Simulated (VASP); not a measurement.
A run of VASP 6.6.1:

Contents of POSCAR:

```
Si2Mo
1.0
    5.3740798530      0.0000000000      0.0000000000
    0.0000000000      5.3740798530      0.0000000000
    0.0000000000      0.0000000000      5.3740798530
Si Mo
4 2
Direct
    0.2500000000      0.2500000000      0.7500000000
    0.7500000000      0.2500000000      0.2500000000
    0.2500000000      0.7500000000      0.2500000000
    0.7500000000      0.7500000000      0.7500000000
    0.5000000000      0.5000000000      0.5000000000
    0.0000000000      0.0000000000      0.0000000000
```

The input INCAR.step1:

```
PREC = Accurate
ENCUT = 520
ISMEAR = -1
SIGMA = 0.03
LREAL = F
LASPH = T
NELM = 100
NBANDS = 31
GGA = PE
ALGO = Normal
EDIFF = 1E-4
LWAVE = T
LCHARG = F
```

File INCAR.step2:

```
PREC = Accurate
ENCUT = 520
EDIFF = 1E-6
ISMEAR = -1
SIGMA = 0.03
LREAL = F
LASPH = T
NELM = 100
ALGO = Normal
ISIF = 2
LWAVE = F
LCHARG = F
METAGGA = R2SCAN
LMIXTAU = T
LUSE_VDW = T
IVDW_NL = 2
BPARAM = 11.95
CPARAM = 0.0093
NBANDS = 31
ISTART = 1
```

File KPOINTS:

```
regular mesh
0
Gamma
  4 4 4
```

Potentials or basis: VASP PAW PBE potentials, release 64 (Si, Mo_sv).

Launch:

```bash
$ cat potpaw_PBE.64/Si/POTCAR potpaw_PBE.64/Mo_sv/POTCAR > POTCAR
$ cp INCAR.step1 INCAR
$ mpirun -np 1 vasp_std > vasp.out
$ cp INCAR.step2 INCAR
$ mpirun -np 1 vasp_std > vasp.out
```

Hardware: 1 thread of Intel(R) Xeon(R) Platinum 8259CL CPU @ 2.50GHz (Skylake/Cascade Lake) (shared host).

Q: How long does it take, and how much memory?

A: Wall time 4.6 min on 1 thread of Intel(R) Xeon(R) Platinum 8259CL CPU @ 2.50GHz (Skylake/Cascade Lake), on a shared host, peak memory 0.5 GiB. Counts: k points 10.
